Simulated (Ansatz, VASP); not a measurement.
One calculation of LiAuO4, two programs

```
Li Au O
1.0
     3.43418    0.00000    0.00000
     0.00000    3.43418    0.00000
     0.00000    0.00000    4.95910
Li Au O
1 1 4
Direct
  0.50000 0.50000 0.50000
  0.00000 0.00000 0.00000
  0.00000 0.50000 0.24161
  0.50000 0.00000 0.75839
  0.00000 0.50000 0.75839
  0.50000 0.00000 0.24161
```

Alike in both runs: task electric field gradients; functional PBEsol; k mesh 10 × 10 × 8; occupations fermi-dirac, width 0.15 eV; no spin polarisation.

```csv
,VASP,Ansatz
version,VASP 6.6.1,Ansatz 0.2.0
potentials or method,"VASP PAW PBE potentials, release 64 (Li_sv, Au, O), cutoff 520 eV","scalar-relativistic, plane waves, PAW"
valence electrons in the cell,38,46
```

VASP gave:

```
gap on the k mesh at the Fermi level (eV)            : none
rms of the force components (eV/Å)                   : 0.027
size of Vzz on the site where it differs most (V/Å²) : 143.4
```

What did Ansatz give for the same quantities?

gap on the k mesh at the Fermi level (eV): none; rms of the force components (eV/Å): 0.000; size of Vzz on the site where it differs most (V/Å²): 142.1.

VASP's potentials were made for PBE, not for PBEsol. Atom by atom the forces differ by 0.027 eV/Å (rms over components). A gap of «none» marks a metal or a gap that the smearing closes. VASP's potentials hold 38 valence electrons a cell and Ansatz's 46, so a difference there can come from the potentials and not from the codes.

Neither program's run includes spin-orbit coupling. Noted on VASP's run: the cutoff is short for stress, so the pressure is rough.
